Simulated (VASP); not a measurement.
# MgS (Fm-3m) in VASP: further runs

MgS is run at these levels: PBE; tasks: single point.

All numbers are computed with VASP 6.6.1; they aren't measurements. Logs are shortened: lines on timing, memory, paths and dates and some standing lists are left out, and cuts for length are marked.

**1. The cell of the first run**

The structure is cubic, space group Fm-3m (No. 225). The conventional cell has a = 5.272 Å, b = 5.272 Å, c = 5.272 Å, α = 90.00°, β = 90.00°, γ = 90.00°. Within 3.5 Å of Mg (site symmetry m-3m) lie 6 S at 2.64 Å. S (site symmetry m-3m) has 6 Mg at 2.64 Å within 3.5 Å.

**2. Single point, PBE (volume scaled by 1.04)**

The input, INCAR:

```
ALGO = Normal
EDIFF = 1E-7
ENCUT = 520
GGA = PE
ISIF = 2
ISMEAR = -1
LASPH = T
LCHARG = T
LELF = T
LREAL = F
LVHAR = T
LWAVE = F
NBANDS = 11
NELM = 60
PREC = Accurate
SIGMA = 0.01
```

The input, KPOINTS:

```
k-points
0
Gamma
  8 8 8
```

The input, POSCAR:

```
MgS
1.0
    0.0000000000      2.6358861630      2.6358861630
    2.6358861630      0.0000000000      2.6358861630
    2.6358861630      2.6358861630      0.0000000000
Mg S
1 1
Direct
    0.0000000000      0.0000000000      0.0000000000
    0.5000000000      0.5000000000      0.5000000000
```

Potentials or basis: VASP PAW PBE potentials, release 64 (Mg, S).

The run is started by

```bash
$ cat potpaw_PBE.64/Mg/POTCAR potpaw_PBE.64/S/POTCAR > POTCAR
$ mpirun -np 1 vasp_std > vasp.out
```

OUTCAR:

```text
EDIFF = 1E-7
   ENCUT = 520
   GGA = PE
   ISIF = 2
   ISMEAR = -1
   LASPH = T
   LREAL = F
   NELM = 60
   PREC = Accurate

 ion  position               nearest neighbor table
   1  0.000  0.000  0.000-   2 2.64   2 2.64   2 2.64   2 2.64   2 2.64   2 2.64
   2  0.500  0.500  0.500-   1 2.64   1 2.64   1 2.64   1 2.64   1 2.64   1 2.64

  LATTYP: Found a face centered cubic cell.
 ALAT       =     5.2717723260

  Lattice vectors:

 A1 = (   0.0000000000,   2.6358861630,   2.6358861630)
 A2 = (   2.6358861630,   0.0000000000,   2.6358861630)
 A3 = (   2.6358861630,   2.6358861630,   0.0000000000)

Analysis of symmetry for initial positions (statically):
=====================================================================
 Subroutine PRICEL returns:
 Original cell was already a primitive cell.

 Routine SETGRP: Setting up the symmetry group for a
 face centered cubic supercell.

 Subroutine GETGRP returns: Found 48 space group operations
 (whereof 48 operations were pure point group operations)
 out of a pool of 48 trial point group operations.

The static configuration has the point symmetry O_h .

Analysis of symmetry for dynamics (positions and initial velocities):
=====================================================================
 Subroutine PRICEL returns:
 Original cell was already a primitive cell.

 Routine SETGRP: Setting up the symmetry group for a
 face centered cubic supercell.

 Subroutine GETGRP returns: Found 48 space group operations
 (whereof 48 operations were pure point group operations)
 out of a pool of 48 trial point group operations.

The dynamic configuration has the point symmetry O_h .

 Subroutine INISYM returns: Found 48 space group operations
 (whereof 48 operations are pure point group operations),
 and found     1 'primitive' translations

----------------------------------------------------------------------------------------

                                     Primitive cell

  volume of cell :      36.6277

  direct lattice vectors                    reciprocal lattice vectors
     0.000000000  2.635886163  2.635886163    -0.189689527  0.189689527  0.189689527
     2.635886163  0.000000000  2.635886163     0.189689527 -0.189689527  0.189689527
     2.635886163  2.635886163  0.000000000     0.189689527  0.189689527 -0.189689527

  length of vectors
     3.727705961  3.727705961  3.727705961     0.328551899  0.328551899  0.328551899

  position of ions in fractional coordinates (direct lattice)
     0.000000000  0.000000000  0.000000000
     0.500000000  0.500000000  0.500000000

  ion indices of the primitive-cell ions
   primitive index   ion index
                 1           1
                 2           2

----------------------------------------------------------------------------------------

 KPOINTS: k-points

Automatic generation of k-mesh.
 Grid dimensions read from file:
 generate k-points for:    8    8    8

 Generating k-lattice:

  Cartesian coordinates                     Fractional coordinates (reciprocal lattice)
    -0.023711191  0.023711191  0.023711191     0.125000000  0.000000000  0.000000000
     0.023711191 -0.023711191  0.023711191     0.000000000  0.125000000  0.000000000
     0.023711191  0.023711191 -0.023711191     0.000000000  0.000000000  0.125000000

  Length of vectors
     0.041068987  0.041068987  0.041068987

  Shift w.r.t. Gamma in fractional coordinates (k-lattice)
     0.000000000  0.000000000  0.000000000

 Subroutine IBZKPT returns following result:
 ===========================================

 Found     29 irreducible k-points:

 Following reciprocal coordinates:
            Coordinates               Weight
  0.000000  0.000000  0.000000      1.000000
  0.125000  0.000000  0.000000      8.000000
  0.250000  0.000000  0.000000      8.000000
  0.375000  0.000000  0.000000      8.000000
  0.500000  0.000000  0.000000      4.000000
  0.125000  0.125000  0.000000      6.000000
[... 16 lines left out ...]
  0.500000  0.250000  0.125000     48.000000
 -0.375000  0.250000  0.125000     24.000000
 [... further k-points ...]
   k-points           NKPTS =     29   k-points in BZ     NKDIM =     29   number of bands    NBANDS=     11
   number of dos      NEDOS =    301   number of ions     NIONS =      2
   total plane-waves  NPLWV =  21952
   dimension x,y,z NGX =    28 NGY =   28 NGZ =   28
   dimension x,y,z NGXF=    56 NGYF=   56 NGZF=   56
   ions per type =               1   1
   NGX,Y,Z   is equivalent  to a cutoff of  12.49, 12.49, 12.49 a.u.
   NGXF,Y,Z  is equivalent  to a cutoff of  24.97, 24.97, 24.97 a.u.
 SYSTEM =  unknown system
   PREC   = accura    normal or accurate (medium, high low for compatibility)
   ISTART =      0    job   : 0-new  1-cont  2-samecut
   ICHARG =      2    charge: 1-file 2-atom 10-const
   ISPIN  =      1    spin polarized calculation?
   LNONCOLLINEAR =      F non collinear calculations
   LSORBIT =      F    spin-orbit coupling
   LASPH  =      T    aspherical Exc in radial PAW
   ENCUT  =  520.0 eV  38.22 Ry    6.18 a.u.   6.93  6.93  6.93*2*pi/ulx,y,z
   NELM   =     60;   NELMIN=  2; NELMDL= -5     # of ELM steps
   EDIFF  = 0.1E-06   stopping-criterion for ELM
   LREAL  =      F    real-space projection
   EDIFFG = 0.1E-05   stopping-criterion for IOM
   NSW    =      0    number of steps for IOM
   IBRION =     -1    ionic relax: 0-MD 1-quasi-New 2-CG
   NFREE  =      0    steps in history (QN), initial steepest desc. (CG)
   ISIF   =      2    stress and relaxation
   ISYM   =      2    0-nonsym 1-usesym 2-fastsym
   POTIM  = 0.5000    time-step for ionic-motion
   TEBEG  =    0.0;   TEEND  =   0.0 temperature during run
   PSTRESS=    0.0 pullay stress
   NELECT =       8.0000    total number of electrons
   NUPDOWN=      -1.0000    fix difference up-down
   EMIN   =  10.00;   EMAX   =-10.00  energy-range for DOS
   EFERMI =   0.00;   METHOD = LEGACY
   ISMEAR =    -1;   SIGMA  =   0.01  broadening in eV -4-tet -1-fermi 0-gaus
   EFERMI_NEDOS =   21; number of points for ismear=-14 and -15
   IALGO  =     38    algorithm
   IMIX   =      4    mixing-type and parameters
     AMIX     =   0.40;   BMIX     =  1.00
     AMIX_MAG =   1.60;   BMIX_MAG =  1.00
  volume/ion in A,a.u.               =      18.31       123.59
  Fermi-wavevector in a.u.,A,eV,Ry     =   0.985904  1.863089 13.224967  0.972008
  Thomas-Fermi vector in A             =   2.117246
   LORBIT       =      0    0 simple, 1 ext, 2 COOP (PROOUT), +10 PAW based schemes
   GGA     = PE    functional components
[... 5 lines left out ...]
 non-spin polarized calculation
  energy-cutoff  :      520.00
  volume of cell :       36.63
 maximum number of plane-waves:       998
   NGX = 13   NGY = 13   NGZ = 13

 number of electron       8.0000001 magnetization

 Free energy of the ion-electron system (eV)
  ---------------------------------------------------
  ext. energy  EPLUGINS =         0.00000000
  ---------------------------------------------------
  free energy    TOTEN  =        -8.49687907 eV

  energy without entropy =       -8.49687907  energy(sigma->0) =       -8.49687907

 E-fermi :   3.6451     XC(G=0):  -9.5275

 val. band max:        3.3830282099   @ k =   0.0000   0.0000   0.0000
 cond. band min:       6.0721104432   @ k =   0.5000   0.5000   0.0000
 fundamental gap:      2.6890822333
 Fermi energy:         3.6451443438

 k-point     1 :       0.0000    0.0000    0.0000
  band No.  band energies     occupation
      1      -9.0670      2.00000
      2       3.3830      2.00000
      3       3.3830      2.00000
      4       3.3830      2.00000
      5       6.7911      0.00000
      6      11.3587      0.00000
      7      11.3587      0.00000
      8      11.3587      0.00000
      9      13.6865      0.00000
     10      13.6865      0.00000
     11      15.8263      0.00000

 k-point     2 :       0.1250    0.0000    0.0000
  band No.  band energies     occupation
      1      -8.9254      2.00000
      2       2.3598      2.00000
      3       3.2901      2.00000
      4       3.2901      2.00000
      5       7.6080      0.00000
      6      11.0097      0.00000
      7      11.5863      0.00000
      8      11.5863      0.00000
      9      13.0230      0.00000
     10      13.0230      0.00000
     11      15.7837      0.00000

 k-point     3 :       0.2500    0.0000    0.0000
  band No.  band energies     occupation
      1      -8.5443      2.00000
      2       0.6717      2.00000
      3       3.0865      2.00000
      4       3.0865      2.00000
      5       8.1887      0.00000
      6      11.1561      0.00000
      7      11.1561      0.00000
      8      11.4740      0.00000
      9      13.6022      0.00000
     10      13.6022      0.00000
     11      15.0082      0.00000

 k-point     4 :       0.3750    0.0000    0.0000
  band No.  band energies     occupation
      1      -8.0846      2.00000
      2      -0.6986      2.00000
      3       2.9063      2.00000
      4       2.9063      2.00000
      5       7.9964      0.00000
      6      10.4865      0.00000
      7      10.4865      0.00000
      8      12.7386      0.00000
      9      14.7832      0.00000
     10      15.5121      0.00000
     11      15.5121      0.00000
[... 239 lines left out ...]
 k-point    22 :       0.3750    0.2500    0.1250
  band No.  band energies     occupation
      1      -8.2477      2.00000
      2       0.4185      2.00000
      3       2.0143      2.00000
      4       2.7533      2.00000
      5       8.9917      0.00000
      6       9.9014      0.00000
      7      10.3376      0.00000
      8      12.4054      0.00000
      9      13.4182      0.00000
     10      16.1790      0.00000
     11      17.9439      0.00000

 k-point    23 :       0.5000    0.2500    0.1250
  band No.  band energies     occupation
      1      -7.8615      2.00000
      2      -0.3682      2.00000
      3       1.5014      2.00000
      4       2.4572      2.00000
      5       8.8876      0.00000
      6       9.6899      0.00000
      7      11.1048      0.00000
      8      12.1940      0.00000
      9      14.8470      0.00000
     10      17.3979      0.00000
     11      17.9907      0.00000

 k-point    24 :      -0.3750    0.2500    0.1250
  band No.  band energies     occupation
      1      -7.6791      2.00000
      2      -0.7315      2.00000
      3       1.3630      2.00000
      4       2.3031      2.00000
      5       8.8525      0.00000
      6       9.4075      0.00000
      7      11.6738      0.00000
      8      12.6079      0.00000
      9      15.4754      0.00000
     10      16.3517      0.00000
     11      18.7048      0.00000

 [... further k-points ...]
[... 5 lines left out ...]
  --------------------------------------------------------------------------------------
  -------------------------------------------------------------------------------------
  Total       -0.4509679     -0.4509679     -0.4509679      0.0000000      0.0000000     -0.0000000
  in kB      -19.7263306    -19.7263306    -19.7263306      0.0000000      0.0000000     -0.0000000
  external PRESSURE =     -19.7263306 kB  Pullay stress =       0.0000000 kB

 VOLUME and BASIS-vectors are now :
 -----------------------------------------------------------------------------
  energy-cutoff  :      520.00
  volume of cell :       36.63
      direct lattice vectors                 reciprocal lattice vectors
     0.000000000  2.635886163  2.635886163    -0.189689527  0.189689527  0.189689527
     2.635886163  0.000000000  2.635886163     0.189689527 -0.189689527  0.189689527
     2.635886163  2.635886163  0.000000000     0.189689527  0.189689527 -0.189689527

 POSITION                                       TOTAL-FORCE (eV/Angst)
 -----------------------------------------------------------------------------------
      0.00000      0.00000      0.00000         0.000000      0.000000      0.000000
      2.63589      2.63589      2.63589        -0.000000     -0.000000     -0.000000
 -----------------------------------------------------------------------------------
    total drift:                                0.000000      0.000000      0.000000

  FREE ENERGIE OF THE ION-ELECTRON SYSTEM (eV)
  ---------------------------------------------------
  free  energy   TOTEN  =        -8.4968790698 eV

  energy  without entropy=       -8.4968790698  energy(sigma->0) =       -8.49687907
```

Run time: 5.8 s. Hardware: 1 thread of Intel Xeon 6975P-C (Granite Rapids), shared host; peak memory 0.15 GiB.

Results:

```yaml
Free_energy: -8.4969 eV
Pressure: -2.0 GPa
Band_gap_on_the_k_mesh: 2.69 eV, indirect (least direct gap 3.41 eV)
```

**3. Single point, PBE (volume scaled by 1.06)**

The input, INCAR:

```
PREC     = Accurate       # precision mode
ENCUT    = 520            # plane-wave cutoff, eV
EDIFF    = 1E-6           # SCF threshold, eV
ISMEAR   = -1             # smearing method
SIGMA    = 0.01           # smearing width, eV
LREAL    = False          # projectors in reciprocal space
LASPH    = True           # aspherical terms in the spheres
NELM     = 100            # most SCF steps
ALGO     = Normal         # electronic algorithm
ISIF     = 2              # what is computed and relaxed
LWAVE    = False          # write WAVECAR
LCHARG   = True           # write CHGCAR
GGA      = PE             # functional
LELF     = True           # ELF
LVHAR    = True         
NBANDS   = 11             # bands
```

The input, KPOINTS:

```
regular mesh
0
Gamma
  8 8 8
```

The input, POSCAR:

```
MgS
1.0
    0.0000000000      2.6526756994      2.6526756994
    2.6526756994      0.0000000000      2.6526756994
    2.6526756994      2.6526756994      0.0000000000
Mg S
1 1
Direct
    0.0000000000      0.0000000000      0.0000000000
    0.5000000000      0.5000000000      0.5000000000
```

Potentials or basis: VASP PAW PBE potentials, release 64 (Mg, S).

The run is started by

```bash
$ cat potpaw_PBE.64/Mg/POTCAR potpaw_PBE.64/S/POTCAR > POTCAR
$ mpirun -np 1 vasp_std > vasp.out
```

It took 5.3 s on 1 thread of Intel Xeon 6975P-C (Granite Rapids), shared host; peak memory 0.16 GiB.

It converged, with:

- Free energy: -8.4856 eV
- Pressure: -3.2 GPa
- Band gap on the k mesh: 2.65 eV, indirect (least direct gap 3.27 eV)

Levels at points of the mesh, in eV from the valence-band top:
```csv
k point,band 2,band 3,band 4,band 5,band 6,band 7
"(0.00, 0.00, 0.00)",0.00,0.00,0.00,3.27,7.98,7.98
"(0.50, 0.00, 0.00)",-4.53,-0.53,-0.53,4.46,6.83,6.83
"(0.50, 0.50, 0.00)",-3.90,-1.56,-1.56,2.65,4.56,11.44
```
